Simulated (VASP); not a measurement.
# BiTe (Fm-3m) in VASP: a series of runs, part 2 of 2

VASP 6.6.1.

## (3) Single point, PBEsol (strain -0.015 along x and y, -0.015 along z)

Input file INCAR:

```
ALGO     = Normal         # electronic algorithm
EDIFF    = 1E-6           # SCF threshold, eV
ENCUT    = 500            # plane-wave cutoff, eV
GGA      = PS             # functional
GGA_COMPAT= False        
ISIF     = 2              # what is computed and relaxed
ISMEAR   = 0              # smearing method
LASPH    = True           # aspherical terms in the spheres
LCHARG   = False          # write CHGCAR
LREAL    = False          # projectors in reciprocal space
LWAVE    = False          # write WAVECAR
NBANDS   = 18             # bands
NELM     = 120            # most SCF steps
PREC     = Accurate       # precision mode
SIGMA    = 0.15           # smearing width, eV
```

Input file KPOINTS:

```
k-points
0
Gamma
  16 16 16
```

Input file POSCAR:

```
BiTe
1.0
    0.0000000000      3.1491965203      3.1491965203
    3.1491965203      0.0000000000      3.1491965203
    3.1491965203      3.1491965203      0.0000000000
Bi Te
1 1
Direct
    0.0000000000      0.0000000000      0.0000000000
    0.5000000000      0.5000000000      0.5000000000
```

Potentials or basis: VASP PAW PBE potentials, release 64 (Bi_d, Te).

The run is started by

```bash
$ cat potpaw_PBE.64/Bi_d/POTCAR potpaw_PBE.64/Te/POTCAR > POTCAR
$ mpirun -np 1 vasp_std > vasp.out
```

Wall time 39 s (1 thread of Intel Xeon 6975P-C (Granite Rapids), shared host); peak memory 0.29 GiB.

It converged, with:

- Free energy: -7.9688 eV
- Pressure: 2.8 GPa
- Band gap on the k mesh: zero (an odd number of electrons rules out a gap without spin polarisation)

Levels at points of the mesh, in eV from the Fermi level:
| k point | band 7 | band 8 | band 9 | band 10 | band 11 | band 12 | band 13 | band 14 |
| --- | --- | --- | --- | --- | --- | --- | --- | --- |
| (0.00, 0.00, 0.00) | -7.82 | -2.75 | -2.75 | -2.75 | 2.33 | 2.33 | 2.33 | 4.51 |
| (0.50, 0.00, 0.00) | -11.56 | -2.06 | -2.06 | -1.57 | -0.89 | -0.76 | -0.76 | 7.43 |
| (0.50, 0.50, 0.00) | -9.97 | -6.24 | -4.40 | -4.40 | 1.88 | 3.99 | 3.99 | 5.58 |

Caveat: the cell differs from its parent crystal (strain -0.015 along x and y, -0.015 along z); the PAW data sets were made with another functional, which shifts forces and pressure a little; spin-orbit coupling is left out, which moves the levels of the heavy elements.

## (4) Single point, PBEsol (strain +0.015 along x and y, +0.015 along z)

Input file INCAR:

```
SYSTEM = BiTe
PREC = Accurate
ENCUT = 500
EDIFF = 1E-6
ISMEAR = 0
SIGMA = 0.15
LREAL = .False.
LASPH = .True.
NELM = 120
ALGO = Normal
ISIF = 2
LWAVE = .False.
LCHARG = .False.
GGA = PS
NBANDS = 18
GGA_COMPAT = .False.
```

Input file KPOINTS:

```
regular mesh
0
Gamma
  16 16 16
  0 0 0
```

Input file POSCAR:

```
BiTe
1.0
    0.0000000000      3.2451111351      3.2451111351
    3.2451111351      0.0000000000      3.2451111351
    3.2451111351      3.2451111351      0.0000000000
Bi Te
1 1
Direct
    0.0000000000      0.0000000000      0.0000000000
    0.5000000000      0.5000000000      0.5000000000
```

Potentials or basis: VASP PAW PBE potentials, release 64 (Bi_d, Te).

The run is started by

```bash
$ cat potpaw_PBE.64/Bi_d/POTCAR potpaw_PBE.64/Te/POTCAR > POTCAR
$ mpirun -np 1 vasp_std > vasp.out
```

OUTCAR:

```text
SYSTEM = BiTe
   PREC = Accurate
   ENCUT = 500
   EDIFF = 1E-6
   ISMEAR = 0
   LREAL = .False.
   LASPH = .True.
   NELM = 120
   ISIF = 2
   GGA = PS

 ion  position               nearest neighbor table
   1  0.000  0.000  0.000-   2 3.25   2 3.25   2 3.25   2 3.25   2 3.25   2 3.25
   2  0.500  0.500  0.500-   1 3.25   1 3.25   1 3.25   1 3.25   1 3.25   1 3.25

  LATTYP: Found a face centered cubic cell.
 ALAT       =     6.4902222702

  Lattice vectors:

 A1 = (   0.0000000000,   3.2451111351,   3.2451111351)
 A2 = (   3.2451111351,   0.0000000000,   3.2451111351)
[... 691 lines left out ...]

  FORCE on cell =-STRESS in cart. coord.  units (eV):
  Direction    XX          YY          ZZ          XY          YZ          ZX
  --------------------------------------------------------------------------------------
  -------------------------------------------------------------------------------------
  Total       -0.9166155     -0.9166155     -0.9166155      0.0000000      0.0000000      0.0000000
  in kB      -21.4871613    -21.4871613    -21.4871613      0.0000000      0.0000000      0.0000000
  external PRESSURE =     -21.4871613 kB  Pullay stress =       0.0000000 kB

 VOLUME and BASIS-vectors are now :
 -----------------------------------------------------------------------------
  energy-cutoff  :      500.00
  volume of cell :       68.35
      direct lattice vectors                 reciprocal lattice vectors
     0.000000000  3.245111135  3.245111135    -0.154077928  0.154077928  0.154077928
     3.245111135  0.000000000  3.245111135     0.154077928 -0.154077928  0.154077928
     3.245111135  3.245111135  0.000000000     0.154077928  0.154077928 -0.154077928

 POSITION                                       TOTAL-FORCE (eV/Angst)
 -----------------------------------------------------------------------------------
      0.00000      0.00000      0.00000        -0.000000      0.000000      0.000000
      3.24511      3.24511      3.24511         0.000000     -0.000000     -0.000000
 -----------------------------------------------------------------------------------
    total drift:                               -0.000000      0.000000      0.000000

  FREE ENERGIE OF THE ION-ELECTRON SYSTEM (eV)
  ---------------------------------------------------
  free  energy   TOTEN  =        -7.9741680743 eV

  energy  without entropy=       -7.9572831151  energy(sigma->0) =       -7.96572559
```

stdout:

```text
POSCAR found type information on POSCAR BiTe
 POSCAR found :  2 types and       2 ions
 scaLAPACK will be used
 -----------------------------------------------------------------------------
|                                                                             |
|                                                                             |
|     You enforced a specific xc type in the INCAR file but a different       |
|     I HOPE YOU KNOW WHAT YOU ARE DOING!                                     |
|                                                                             |
 -----------------------------------------------------------------------------

 LDA part: xc-table for (Slater+PW92), standard interpolation
 POSCAR, INCAR and KPOINTS ok, starting setup
 FFT: planning ... GRIDC
 FFT: planning ... GRID_SOFT
 FFT: planning ... GRID
 WAVECAR not read
 entering main loop
```

It took 62 s on 1 thread of Intel Xeon 6975P-C (Granite Rapids), shared host; peak memory 0.32 GiB.

Results:

```
Free energy            : -7.9742 eV
Pressure               : -2.1 GPa
Band gap on the k mesh : zero (an odd number of electrons rules out a gap without spin polarisation)
```

Levels at points of the mesh, in eV from the Fermi level:
```
           k point  band 6  band 7  band 8  band 9  band 10  band 11  band 12  band 13  band 14  band 15
(0.00, 0.00, 0.00)  -13.46   -8.17   -2.50   -2.50    -2.50     2.14     2.14     2.14     4.66     4.66
(0.50, 0.00, 0.00)  -11.53  -11.22   -1.87   -1.87    -1.60    -0.85    -0.61    -0.61     7.23     7.70
(0.50, 0.50, 0.00)  -11.73   -9.95   -5.60   -3.96    -3.96     2.22     3.56     3.56     4.90     8.68
```

Caveat: the cell differs from its parent crystal (strain +0.015 along x and y, +0.015 along z); the PAW data sets were made with another functional, which shifts forces and pressure a little; spin-orbit coupling is left out, which moves the levels of the heavy elements.

## (5) Summary

```tsv
cell	gap on the mesh (eV)	pressure (GPa)
a = 4.386 Å, angles 60.0°, 2 atoms	none	6.1
a = 4.454 Å, angles 60.0°, 2 atoms	none	2.8
a = 4.589 Å, angles 60.0°, 2 atoms	none	-2.1
```

Alike in all rows: task single point; level PBEsol; potentials or basis VASP PAW PBE potentials, release 64 (Bi_d, Te); no spin polarisation; k mesh 16 × 16 × 16; cutoff (eV) 500; smearing gaussian 0.15 eV.

Caveats: the PAW data sets were made with another functional, which shifts forces and pressure a little; spin-orbit coupling is left out, which moves the levels of the heavy elements; the cell stands under pressure (at least some runs).

Total energies depend on the potentials used, so only differences within one code and one set of settings carry meaning.
